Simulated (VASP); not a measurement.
Runs of VASP 6.6.1 on HfO2. The structure is that of space group Fm-3m (No. 225), or close to it. The cells are those of the table. 

```tsv
task	cell	cutoff (eV)	gap on the mesh (eV)	pressure (GPa)
relaxation of cell and atoms	relaxed to 10 GPa from a = 3.617 Å, angles 60.0°, 3 atoms	600	4.46	9.9
single point	a = 3.568 Å, angles 60.0°, 3 atoms	520	4.34	(b)
relaxation of cell and atoms	relaxed to 5 GPa from a = 3.617 Å, angles 60.0°, 3 atoms	600	4.41	4.3
single point	a = 3.577 Å, angles 60.0°, 3 atoms	520	4.31	(a)
single point	a = 3.556 Å, angles 60.0°, 3 atoms	520	(c)	0.9
```

Alike in all rows: level r2SCAN; potentials or basis VASP PAW PBE potentials, release 64 (Hf_pv, O); no spin polarisation; k mesh 8 × 8 × 8; smearing fermi-dirac 0.01 eV.

Problem. Estimate the missing entries.

Solution. (a) -4.0; (b) -2.0; (c) 4.37.

Caveats: the PAW data sets were made with another functional, which shifts forces and pressure a little; spin-orbit coupling is left out, which moves the levels of the heavy elements; the cell is relaxed towards a set pressure, so the run minimises the enthalpy, not the energy (at least some runs); the cell stands under tension (at least some runs).

A k mesh can miss the band edges, and the runs leave out spin-orbit coupling on Hf.
